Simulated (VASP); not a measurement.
Wanted: the native input for a VASP 6.6.1 run.

| Quantity | Value |
| --- | --- |
| Task | electric field gradients |
| Functional | LDA |
| Potentials or basis | VASP PAW LDA potentials, release 64 (Sb_d_GW) |
| Cutoff | 400 eV |
| k mesh | 12 × 12 × 12 |
| Occupations | fermi-dirac, width 0.03 eV |
| Spin | no spin polarisation |
| Dipole correction | no |
| Further INCAR settings | ALGO = Normal; EDIFF = 1e-08; NBANDS = 22 |

The structure of Sb lies in POSCAR:

```
Sb
1.0
    2.1506003320      1.2416496806      3.8188800000
   -2.1506003320      1.2416496806      3.8188800000
    0.0000000000     -2.4832993611      3.8188800000
Sb
2
Direct
    0.2336400000      0.2336400000      0.2336400000
    0.7663600000      0.7663600000      0.7663600000
```

This cell differs from its parent crystal: zz strain of +2 %.

One way to write it, as run:

INCAR

```
SYSTEM = Sb
ALGO = Normal
EDIFF = 1E-8
ENCUT = 400
GGA_COMPAT = .FALSE.
ISIF = 2
ISMEAR = -1
LASPH = .TRUE.
LCHARG = .FALSE.
LEFG = .TRUE.
LREAL = .FALSE.
LWAVE = .FALSE.
NBANDS = 22
NELM = 120
PREC = Accurate
SIGMA = 0.03
```

KPOINTS

```
k-points
0
G
  12 12 12
  0 0 0
```

Potentials or basis: VASP PAW LDA potentials, release 64 (Sb_d_GW).

Launch:

```console
$ cat potpaw_LDA.64/Sb_d_GW/POTCAR > POTCAR
$ mpirun -np 1 vasp_std > vasp.out
```

Results of the run:

```yaml
Pressure: -2.0 GPa
Largest_force: 0.056 eV/Å
Band_gap_on_the_k_mesh: zero (bands 15 and 16 overlap by 0.25 eV)
Largest_electric_field_gradient_by_atom: Sb -39.6 V/Å²
```

Caveat: the cell differs from its parent crystal (zz strain of +2 %); without QUAD_EFG the Cq values of the log hold for a quadrupole moment of 1 mb, not for the nuclei; spin-orbit coupling is left out, which moves the levels of the heavy elements.

It took 100 s on 1 thread of Intel(R) Xeon(R) Platinum 8559C (Emerald Rapids), with other jobs on the host, peak memory 0.28 GiB.
